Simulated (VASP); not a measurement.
# CsPbBr3 (Pm-3m) in VASP: a series of runs

The runs below take CsPbBr3 through single point, with PBE, LDA.

All numbers are computed with VASP 6.6.1; they aren't measurements. Logs are shortened: lines on timing, memory, paths and dates and some standing lists are left out, and cuts for length are marked.

## 1. The cell of the first run

It takes space group Pm-3m (No. 221, cubic). Conventional cell: a = 5.870 Å, b = 5.870 Å, c = 5.870 Å, α = 90.00°, β = 90.00°, γ = 90.00°. Pb (site symmetry m-3m) has 6 Br at 2.94 Å within 3.9 Å. Cs (site symmetry m-3m) has 12 Br at 4.15 Å and 8 Pb at 5.08 Å within 5.4 Å. Br (site symmetry 4/mmm) has 2 Pb at 2.94 Å within 3.9 Å.

## 2. Single point, PBE

INCAR reads:

```
SYSTEM = CsPbBr3
  PREC = Accurate
  ENCUT = 520
  EDIFF = 1E-6
  ISMEAR = -1
  SIGMA = 0.05
  LREAL = .False.
  LASPH = .True.
  NELM = 100
  ALGO = Normal
  ISIF = 2
  LWAVE = .False.
  LCHARG = .True.
  GGA = PE
  LELF = .True.
  LVHAR = .True.
  NBANDS = 30
```

KPOINTS reads:

```
Automatic mesh
0
Gamma
  5 5 5
  0 0 0
```

POSCAR reads:

```
CsPbBr3
1.0
    5.8700000000      0.0000000000      0.0000000000
    0.0000000000      5.8700000000      0.0000000000
    0.0000000000      0.0000000000      5.8700000000
Pb Cs Br
1 1 3
Direct
    0.5000000000      0.5000000000      0.5000000000
    0.0000000000      0.0000000000      0.0000000000
    0.5000000000      0.5000000000      0.0000000000
    0.5000000000      0.0000000000      0.5000000000
    0.0000000000      0.5000000000      0.5000000000
```

Potentials or basis: VASP PAW PBE potentials, release 64 (Pb_d, Cs_sv, Br).

The run is started by

```bash
$ cat potpaw_PBE.64/Pb_d/POTCAR potpaw_PBE.64/Cs_sv/POTCAR potpaw_PBE.64/Br/POTCAR > POTCAR
$ mpirun -np 1 vasp_std > vasp.out
```

OUTCAR:

```text
SYSTEM = CsPbBr3
   PREC = Accurate
   ENCUT = 520
   EDIFF = 1E-6
   ISMEAR = -1
   LREAL = .False.
   LASPH = .True.
   NELM = 100
   ISIF = 2
   GGA = PE

 ion  position               nearest neighbor table
   1  0.500  0.500  0.500-   3 2.94   4 2.94   5 2.94   3 2.94   4 2.94   5 2.94
   2  0.000  0.000  0.000-
   3  0.500  0.500  0.000-   1 2.94   1 2.94
   4  0.500  0.000  0.500-   1 2.94   1 2.94
   5  0.000  0.500  0.500-   1 2.94   1 2.94

  LATTYP: Found a simple cubic cell.
 ALAT       =     5.8700000000

  Lattice vectors:

 A1 = (   5.8700000000,   0.0000000000,   0.0000000000)
 A2 = (   0.0000000000,   5.8700000000,   0.0000000000)
 A3 = (   0.0000000000,   0.0000000000,   5.8700000000)

Analysis of symmetry for initial positions (statically):
=====================================================================
 Subroutine PRICEL returns:
 Original cell was already a primitive cell.

 Routine SETGRP: Setting up the symmetry group for a
 simple cubic supercell.

 Subroutine GETGRP returns: Found 48 space group operations
[... 9 lines left out ...]

 Routine SETGRP: Setting up the symmetry group for a
 simple cubic supercell.

 Subroutine GETGRP returns: Found 48 space group operations
[... 11 lines left out ...]
                                     Primitive cell

  volume of cell :     202.2620

  direct lattice vectors                    reciprocal lattice vectors
     5.870000000  0.000000000  0.000000000     0.170357751  0.000000000  0.000000000
     0.000000000  5.870000000  0.000000000     0.000000000  0.170357751  0.000000000
     0.000000000  0.000000000  5.870000000     0.000000000  0.000000000  0.170357751

  length of vectors
     5.870000000  5.870000000  5.870000000     0.170357751  0.170357751  0.170357751

  position of ions in fractional coordinates (direct lattice)
     0.500000000  0.500000000  0.500000000
     0.000000000  0.000000000  0.000000000
     0.500000000  0.500000000  0.000000000
     0.500000000  0.000000000  0.500000000
     0.000000000  0.500000000  0.500000000

  ion indices of the primitive-cell ions
   primitive index   ion index
                 1           1
                 2           2
                 3           3
                 4           4
                 5           5

----------------------------------------------------------------------------------------

 KPOINTS: Automatic mesh

Automatic generation of k-mesh.
 Grid dimensions read from file:
 generate k-points for:    5    5    5

 Generating k-lattice:

  Cartesian coordinates                     Fractional coordinates (reciprocal lattice)
     0.034071550  0.000000000  0.000000000     0.200000000  0.000000000  0.000000000
     0.000000000  0.034071550  0.000000000     0.000000000  0.200000000  0.000000000
     0.000000000  0.000000000  0.034071550     0.000000000  0.000000000  0.200000000

  Length of vectors
     0.034071550  0.034071550  0.034071550

  Shift w.r.t. Gamma in fractional coordinates (k-lattice)
     0.000000000  0.000000000  0.000000000

 Subroutine IBZKPT returns following result:
 ===========================================

 Found     10 irreducible k-points:

 Following reciprocal coordinates:
            Coordinates               Weight
  0.000000  0.000000  0.000000      1.000000
  0.200000  0.000000  0.000000      6.000000
  0.400000  0.000000  0.000000      6.000000
  0.200000  0.200000  0.000000     12.000000
  0.400000  0.200000  0.000000     24.000000
  0.400000  0.400000  0.000000     12.000000
  0.200000  0.200000  0.200000      8.000000
  0.400000  0.200000  0.200000     24.000000
  0.400000  0.400000  0.200000     24.000000
  0.400000  0.400000  0.400000      8.000000
   k-points           NKPTS =     10   k-points in BZ     NKDIM =     10   number of bands    NBANDS=     30
   number of dos      NEDOS =    301   number of ions     NIONS =      5
   total plane-waves  NPLWV = 110592
   dimension x,y,z NGX =    48 NGY =   48 NGZ =   48
   dimension x,y,z NGXF=    96 NGYF=   96 NGZF=   96
   ions per type =               1   1   3
   NGX,Y,Z   is equivalent  to a cutoff of  13.59, 13.59, 13.59 a.u.
   NGXF,Y,Z  is equivalent  to a cutoff of  27.19, 27.19, 27.19 a.u.
 SYSTEM =  CsPbBr3
   PREC   = accura    normal or accurate (medium, high low for compatibility)
   ISTART =      0    job   : 0-new  1-cont  2-samecut
   ICHARG =      2    charge: 1-file 2-atom 10-const
   ISPIN  =      1    spin polarized calculation?
   LNONCOLLINEAR =      F non collinear calculations
   LSORBIT =      F    spin-orbit coupling
   LASPH  =      T    aspherical Exc in radial PAW
   ENCUT  =  520.0 eV  38.22 Ry    6.18 a.u.  10.91 10.91 10.91*2*pi/ulx,y,z
   NELM   =    100;   NELMIN=  2; NELMDL= -5     # of ELM steps
   EDIFF  = 0.1E-05   stopping-criterion for ELM
   LREAL  =      F    real-space projection
   EDIFFG = 0.1E-04   stopping-criterion for IOM
   NSW    =      0    number of steps for IOM
   IBRION =     -1    ionic relax: 0-MD 1-quasi-New 2-CG
   NFREE  =      0    steps in history (QN), initial steepest desc. (CG)
   ISIF   =      2    stress and relaxation
   ISYM   =      2    0-nonsym 1-usesym 2-fastsym
   POTIM  = 0.5000    time-step for ionic-motion
   TEBEG  =    0.0;   TEEND  =   0.0 temperature during run
   PSTRESS=    0.0 pullay stress
   NELECT =      44.0000    total number of electrons
   NUPDOWN=      -1.0000    fix difference up-down
   EMIN   =  10.00;   EMAX   =-10.00  energy-range for DOS
   EFERMI =   0.00;   METHOD = LEGACY
   ISMEAR =    -1;   SIGMA  =   0.05  broadening in eV -4-tet -1-fermi 0-gaus
   EFERMI_NEDOS =   21; number of points for ismear=-14 and -15
   IALGO  =     38    algorithm
   IMIX   =      4    mixing-type and parameters
     AMIX     =   0.40;   BMIX     =  1.00
     AMIX_MAG =   1.60;   BMIX_MAG =  1.00
  volume/ion in A,a.u.               =      40.45       272.99
  Fermi-wavevector in a.u.,A,eV,Ry     =   0.984587  1.860600 13.189657  0.969412
  Thomas-Fermi vector in A             =   2.115831
   LORBIT       =      0    0 simple, 1 ext, 2 COOP (PROOUT), +10 PAW based schemes
   GGA     = PE    functional components
   LHFCALC =     F    Hartree Fock is set to
   AEXX    =    0.0000 exact exchange contribution
   IVDW    =     0    specifies the selected vdW correction
   LEPSILON=     F    determine dielectric tensor
   LRPA    =     F    only Hartree local field effects (RPA)
 non-spin polarized calculation
  energy-cutoff  :      520.00
  volume of cell :      202.26
 maximum number of plane-waves:      5467
 NGX is ok and might be reduce to    48
   NGX = 21   NGY = 21   NGZ = 21

 number of electron      44.0000000 magnetization

 Free energy of the ion-electron system (eV)
  ---------------------------------------------------
  ext. energy  EPLUGINS =         0.00000000
  ---------------------------------------------------
  free energy    TOTEN  =       -15.84925597 eV

  energy without entropy =      -15.84925597  energy(sigma->0) =      -15.84925597

 E-fermi :   1.7737     XC(G=0):  -7.6406

 val. band max:        0.6843945654   @ k =   0.4000   0.4000   0.4000
 cond. band min:       3.3348862194   @ k =   0.4000   0.4000   0.4000
 fundamental gap:      2.6504916539
 Fermi energy:         1.7737229522

 k-point     1 :       0.0000    0.0000    0.0000
  band No.  band energies     occupation
      1     -20.1775      2.00000
      2     -15.5544      2.00000
      3     -15.5544      2.00000
      4     -15.3901      2.00000
      5     -15.3901      2.00000
      6     -15.3901      2.00000
[... 22 lines left out ...]
     29       7.3391      0.00000
     30       7.3391      0.00000

 k-point     2 :       0.2000    0.0000    0.0000
  band No.  band energies     occupation
      1     -20.1771      2.00000
      2     -15.5544      2.00000
      3     -15.5323      2.00000
      4     -15.3905      2.00000
      5     -15.3905      2.00000
      6     -15.3901      2.00000
[... 22 lines left out ...]
     29       6.3767      0.00000
     30       7.2752      0.00000

 k-point     3 :       0.4000    0.0000    0.0000
  band No.  band energies     occupation
      1     -20.1765      2.00000
      2     -15.5543      2.00000
      3     -15.4958      2.00000
      4     -15.3910      2.00000
      5     -15.3910      2.00000
      6     -15.3901      2.00000
[... 22 lines left out ...]
     29       6.6189      0.00000
     30       7.6205      0.00000

 k-point     4 :       0.2000    0.2000    0.0000
  band No.  band energies     occupation
      1     -20.1768      2.00000
      2     -15.5435      2.00000
      3     -15.5206      2.00000
      4     -15.3908      2.00000
      5     -15.3904      2.00000
      6     -15.3904      2.00000
[... 22 lines left out ...]
     29       6.5530      0.00000
     30       7.0084      0.00000

 k-point     5 :       0.4000    0.2000    0.0000
  band No.  band energies     occupation
      1     -20.1762      2.00000
      2     -15.5399      2.00000
      3     -15.4866      2.00000
      4     -15.3914      2.00000
      5     -15.3910      2.00000
      6     -15.3904      2.00000
[... 22 lines left out ...]
     29       6.8555      0.00000
     30       7.3427      0.00000

 k-point     6 :       0.4000    0.4000    0.0000
  band No.  band energies     occupation
      1     -20.1757      2.00000
      2     -15.5265      2.00000
      3     -15.4609      2.00000
      4     -15.3920      2.00000
      5     -15.3910      2.00000
      6     -15.3910      2.00000
[... 22 lines left out ...]
     29       7.1741      0.00000
     30       7.2790      0.00000

 k-point     7 :       0.2000    0.2000    0.2000
  band No.  band energies     occupation
      1     -20.1764      2.00000
      2     -15.5205      2.00000
      3     -15.5205      2.00000
      4     -15.3908      2.00000
      5     -15.3908      2.00000
      6     -15.3908      2.00000
[... 22 lines left out ...]
     29       6.9743      0.00000
     30       6.9744      0.00000

 k-point     8 :       0.4000    0.2000    0.2000
  band No.  band energies     occupation
      1     -20.1759      2.00000
      2     -15.5205      2.00000
      3     -15.4822      2.00000
      4     -15.3914      2.00000
      5     -15.3914      2.00000
      6     -15.3908      2.00000
[... 22 lines left out ...]
     29       7.2026      0.00000
     30       7.3283      0.00000

 k-point     9 :       0.4000    0.4000    0.2000
  band No.  band energies     occupation
      1     -20.1754      2.00000
      2     -15.5020      2.00000
      3     -15.4609      2.00000
      4     -15.3920      2.00000
      5     -15.3914      2.00000
      6     -15.3914      2.00000
[... 22 lines left out ...]
     29       7.0106      0.00000
     30       7.2200      0.00000

 k-point    10 :       0.4000    0.4000    0.4000
  band No.  band energies     occupation
      1     -20.1749      2.00000
      2     -15.4608      2.00000
      3     -15.4608      2.00000
      4     -15.3920      2.00000
      5     -15.3920      2.00000
      6     -15.3920      2.00000
[... 22 lines left out ...]
     29       6.6207      0.00000
     30       7.5655      0.00000

------------------------ aborting loop because EDIFF is reached ----------------------------------------

  FORCE on cell =-STRESS in cart. coord.  units (eV):
  Direction    XX          YY          ZZ          XY          YZ          ZX
  --------------------------------------------------------------------------------------
  -------------------------------------------------------------------------------------
  Total        1.7594741      1.7594741      1.7594741     -0.0000000     -0.0000000     -0.0000000
  in kB       13.9373166     13.9373166     13.9373166     -0.0000000     -0.0000000     -0.0000000
  external PRESSURE =      13.9373166 kB  Pullay stress =       0.0000000 kB

 VOLUME and BASIS-vectors are now :
 -----------------------------------------------------------------------------
  energy-cutoff  :      520.00
  volume of cell :      202.26
      direct lattice vectors                 reciprocal lattice vectors
     5.870000000  0.000000000  0.000000000     0.170357751  0.000000000  0.000000000
     0.000000000  5.870000000  0.000000000     0.000000000  0.170357751  0.000000000
     0.000000000  0.000000000  5.870000000     0.000000000  0.000000000  0.170357751

 POSITION                                       TOTAL-FORCE (eV/Angst)
 -----------------------------------------------------------------------------------
      2.93500      2.93500      2.93500         0.000000      0.000000      0.000000
      0.00000      0.00000      0.00000         0.000000      0.000000      0.000000
      2.93500      2.93500      0.00000         0.000000      0.000000      0.000000
      2.93500      0.00000      2.93500         0.000000      0.000000      0.000000
      0.00000      2.93500      2.93500         0.000000      0.000000      0.000000
 -----------------------------------------------------------------------------------
    total drift:                                0.000000     -0.000000     -0.000000

  FREE ENERGIE OF THE ION-ELECTRON SYSTEM (eV)
  ---------------------------------------------------
  free  energy   TOTEN  =       -15.8492559700 eV

  energy  without entropy=      -15.8492559700  energy(sigma->0) =      -15.84925597
```

Wall time 55 s (1 thread of Intel Xeon Platinum 8488C (Sapphire Rapids), shared host); peak memory 0.34 GiB.

What came out:

* Free energy: -15.8493 eV
* Pressure: 1.4 GPa
* Band gap on the k mesh: 2.65 eV, direct

Caveat: spin-orbit coupling is left out, which moves the levels of the heavy elements. A k mesh can miss the band edges.

## 3. Single point, LDA

This run uses another cell than the first one, of 38.03 Å³/atom, 0.940 times its volume.

INCAR reads:

```
PREC = Accurate
ENCUT = 520
EDIFF = 1E-6
ISMEAR = -1
SIGMA = 0.05
LREAL = F
LASPH = T
NELM = 80
ALGO = Normal
ISIF = 2
LWAVE = F
LCHARG = T
GGA = CA
LELF = T
LVHAR = T
NBANDS = 30
```

KPOINTS reads:

```
regular mesh
0
Gamma
  5 5 5
```

POSCAR, as its differences from that of step 2:

```diff
@@ -2,5 +2,5 @@
 1.0
-    5.8700000000      0.0000000000      0.0000000000
-    0.0000000000      5.8700000000      0.0000000000
-    0.0000000000      0.0000000000      5.8700000000
+    5.7501704582      0.0000000000      0.0000000000
+    0.0000000000      5.7501704582      0.0000000000
+    0.0000000000      0.0000000000      5.7501704582
 Pb Cs Br
```

Potentials or basis: VASP PAW LDA potentials, release 64 (Pb_d, Cs_sv, Br).

The run is started by

```bash
$ cat potpaw_LDA.64/Pb_d/POTCAR potpaw_LDA.64/Cs_sv/POTCAR potpaw_LDA.64/Br/POTCAR > POTCAR
$ mpirun -np 1 vasp_std > vasp.out
```

OUTCAR:

```text
PREC = Accurate
   ENCUT = 520
   EDIFF = 1E-6
   ISMEAR = -1
   LREAL = F
   LASPH = T
   NELM = 80
   ISIF = 2
   GGA = CA

 ion  position               nearest neighbor table
   1  0.500  0.500  0.500-   3 2.88   4 2.88   5 2.88   3 2.88   4 2.88   5 2.88
   2  0.000  0.000  0.000-
   3  0.500  0.500  0.000-   1 2.88   1 2.88
   4  0.500  0.000  0.500-   1 2.88   1 2.88
   5  0.000  0.500  0.500-   1 2.88   1 2.88

  LATTYP: Found a simple cubic cell.
 ALAT       =     5.7501704582

  Lattice vectors:

 A1 = (   5.7501704582,   0.0000000000,   0.0000000000)
 A2 = (   0.0000000000,   5.7501704582,   0.0000000000)
 A3 = (   0.0000000000,   0.0000000000,   5.7501704582)

Analysis of symmetry for initial positions (statically):
=====================================================================
 Subroutine PRICEL returns:
 Original cell was already a primitive cell.

 Routine SETGRP: Setting up the symmetry group for a
 simple cubic supercell.

 Subroutine GETGRP returns: Found 48 space group operations
[... 9 lines left out ...]

 Routine SETGRP: Setting up the symmetry group for a
 simple cubic supercell.
[... 143 lines left out ...]

 E-fermi :   2.2083     XC(G=0):  -8.3148

 val. band max:        1.1234187204   @ k =   0.4000   0.4000   0.4000
 cond. band min:       3.5464711153   @ k =   0.4000   0.4000   0.4000
 fundamental gap:      2.4230523949
 Fermi energy:         2.2082779549

 k-point     1 :       0.0000    0.0000    0.0000
  band No.  band energies     occupation
      1     -19.7767      2.00000
      2     -15.2293      2.00000
      3     -15.2293      2.00000
      4     -14.9807      2.00000
      5     -14.9807      2.00000
      6     -14.9807      2.00000
[... 319 lines left out ...]
     29       6.7525      0.00000
     30       7.7642      0.00000

------------------------ aborting loop because EDIFF is reached ----------------------------------------

  FORCE on cell =-STRESS in cart. coord.  units (eV):
  Direction    XX          YY          ZZ          XY          YZ          ZX
  --------------------------------------------------------------------------------------
  -------------------------------------------------------------------------------------
  Total        0.2717081      0.2717081      0.2717081     -0.0000000      0.0000000      0.0000000
  in kB        2.2896602      2.2896602      2.2896602     -0.0000000      0.0000000      0.0000000
  external PRESSURE =       2.2896602 kB  Pullay stress =       0.0000000 kB

 VOLUME and BASIS-vectors are now :
 -----------------------------------------------------------------------------
  energy-cutoff  :      520.00
  volume of cell :      190.13
      direct lattice vectors                 reciprocal lattice vectors
     5.750170458  0.000000000  0.000000000     0.173907888  0.000000000  0.000000000
     0.000000000  5.750170458  0.000000000     0.000000000  0.173907888  0.000000000
     0.000000000  0.000000000  5.750170458     0.000000000  0.000000000  0.173907888

 POSITION                                       TOTAL-FORCE (eV/Angst)
 -----------------------------------------------------------------------------------
      2.87509      2.87509      2.87509         0.000000      0.000000      0.000000
      0.00000      0.00000      0.00000         0.000000      0.000000      0.000000
      2.87509      2.87509      0.00000         0.000000      0.000000      0.000000
      2.87509      0.00000      2.87509         0.000000      0.000000      0.000000
      0.00000      2.87509      2.87509         0.000000      0.000000      0.000000
 -----------------------------------------------------------------------------------
    total drift:                                0.000000     -0.000000     -0.000000

  FREE ENERGIE OF THE ION-ELECTRON SYSTEM (eV)
  ---------------------------------------------------
  free  energy   TOTEN  =       -17.8637802411 eV

  energy  without entropy=      -17.8637802410  energy(sigma->0) =      -17.86378024
```

Wall time 27 s (1 thread of Intel Xeon 6975P-C (Granite Rapids), shared host); peak memory 0.28 GiB.

What came out:

- Free energy: -17.8638 eV
- Pressure: 0.2 GPa
- Band gap on the k mesh: 2.42 eV, direct

Levels at points of the mesh, in eV from the valence-band top:
```csv
k point,band 19,band 20,band 21,band 22,band 23,band 24,band 25,band 26
"(0.00, 0.00, 0.00)",-1.83,-1.67,-1.67,-1.67,3.13,4.19,4.19,5.03
```

Caveat: spin-orbit coupling is left out, which moves the levels of the heavy elements. A k mesh can miss the band edges.

(Continued in part 2 of 2.)
